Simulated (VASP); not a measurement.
Wanted: the native input for a VASP 6.6.1 run.

| Property | Result |
| --- | --- |
| Task | single point |
| Functional | PBE |
| Potentials or basis | VASP PAW PBE potentials, release 64 (Sc_sv, Al, F) |
| Cutoff | 520 eV |
| k mesh | 6 × 6 × 2 |
| Occupations | gaussian, width 0.1 eV |
| Spin | no spin polarisation |
| Dipole correction | no |
| Further INCAR settings | ALGO = Normal; EDIFF = 1e-06; NBANDS = 32 |

The structure of Sc2AlF3 lies in POSCAR:

```
Sc2AlF3
1.0
    3.7236816696      0.0000000028      0.0000000000
   -1.8618408372      3.2248029201      0.0000000000
    0.0000000000      0.0000000000      7.4832873949
Sc Al F
2 1 3
Direct
    0.6666666667      0.3333333333      0.3234124264
    0.6666666667      0.3333333333      0.6765875736
    0.0000000000      0.0000000000      0.0000000000
    0.0000000000      0.0000000000      0.5000000000
    0.3333333333      0.6666666667      0.0000000000
    0.3333333333      0.6666666667      0.5000000000
```

The cell was generated, and may not be a known phase.

One way to write it, as run:

INCAR

```
SYSTEM = Sc2AlF3
ALGO = Normal
EDIFF = 1E-6
ENCUT = 520
GGA = PE
ISIF = 2
ISMEAR = 0
LASPH = .TRUE.
LCHARG = .FALSE.
LREAL = .FALSE.
LWAVE = .FALSE.
NBANDS = 32
NELM = 100
PREC = Accurate
SIGMA = 0.1
```

KPOINTS

```
k-points
0
G
  6 6 2
  0 0 0
```

Potentials or basis: VASP PAW PBE potentials, release 64 (Sc_sv, Al, F).

Command:

```console
$ cat potpaw_PBE.64/Sc_sv/POTCAR potpaw_PBE.64/Al/POTCAR potpaw_PBE.64/F/POTCAR > POTCAR
$ mpirun -np 1 vasp_std > vasp.out
```

It gave:

| Property | Result |
| --- | --- |
| Pressure | -0.1 GPa |
| Largest force | 0.059 eV/Å |
| Band gap on the k mesh | zero (bands 23 and 24 overlap by 0.10 eV) |

Caveat: the k points lie up to 0.42 Å⁻¹ apart.

Run time: 58 s on 1 thread of Intel(R) Xeon(R) Platinum 8375C CPU @ 2.90GHz (Ice Lake), on a shared host, peak memory 0.2 GiB.
